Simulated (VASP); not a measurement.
The system is BN, a sheet with vacuum.

```
B N
1.0
     2.51206   -0.00423    0.00000
    -1.25237    2.17762    0.00000
     0.00000    0.00000   23.90160
B N
1 1
Direct
  0.99404 0.99457 0.31379
  0.66071 0.32791 0.31379
```

Base run:

* Program: VASP 6.6.1
* Functional: PBE
* Potentials or basis: VASP PAW PBE potentials, release 64 (B, N)
* Cutoff: 520 eV
* k mesh: 12 × 12 × 1
* Occupations: fermi-dirac, width 0.05 eV
* Spin: no spin polarisation

Its results: band gap on the k mesh 4.66 eV.

Question: The run is repeated on the same cell with these changes: functional from PBE to PBEsol. What comes out?

Answer: Band gap on the k mesh 4.61 eV.

A k mesh can miss the band edges.
